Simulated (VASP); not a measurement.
Wanted: the native input for a VASP 6.6.1 run.

| Quantity | Value |
| --- | --- |
| Task | single point |
| Functional | PBE |
| Potentials or basis | VASP PAW PBE potentials, release 64 (Al, N) |
| Cutoff | 520 eV |
| k mesh | 10 × 10 × 10 |
| Occupations | gaussian, width 0.05 eV |
| Spin | no spin polarisation |
| Dipole correction | no |
| Further INCAR settings | ALGO = Normal; EDIFF = 1e-07; NBANDS = 11 |

The structure of AlN lies in POSCAR:

```
AlN
1.0
    0.1692592212      2.1496713256      2.1496713256
    2.1496713256      0.1692592212      2.1496713256
    2.1496713256      2.1496713256      0.1692592212
Al N
1 1
Direct
    0.5000000000      0.5000000000      0.5000000000
    0.0000000000      0.0000000000      0.0000000000
```

One way to write it, as run:

INCAR

```
PREC     = Accurate       # precision mode
ENCUT    = 520            # plane-wave cutoff, eV
EDIFF    = 1E-7           # SCF threshold, eV
ISMEAR   = 0              # smearing method
SIGMA    = 0.05           # smearing width, eV
LREAL    = F              # projectors in reciprocal space
LASPH    = T              # aspherical terms in the spheres
NELM     = 100            # most SCF steps
ALGO     = Normal         # electronic algorithm
ISIF     = 2              # what is computed and relaxed
LWAVE    = F              # write WAVECAR
LCHARG   = T              # write CHGCAR
GGA      = PE             # functional
LELF     = T              # ELF
LVHAR    = T            
NBANDS   = 11             # bands
```

KPOINTS

```
Automatic mesh
0
Gamma
  10 10 10
```

Potentials or basis: VASP PAW PBE potentials, release 64 (Al, N).

Launch:

```bash
$ cat potpaw_PBE.64/Al/POTCAR potpaw_PBE.64/N/POTCAR > POTCAR
$ mpirun -np 1 vasp_std > vasp.out
```

It gave:

The pressure is -7.9 GPa and the band gap on the k mesh is 2.65 eV, indirect (least direct gap 3.38 eV).

Wall time 14 s on 1 thread of Intel(R) Xeon(R) Platinum 8259CL CPU @ 2.50GHz (Skylake/Cascade Lake), with other jobs on the host, peak memory 0.14 GiB.
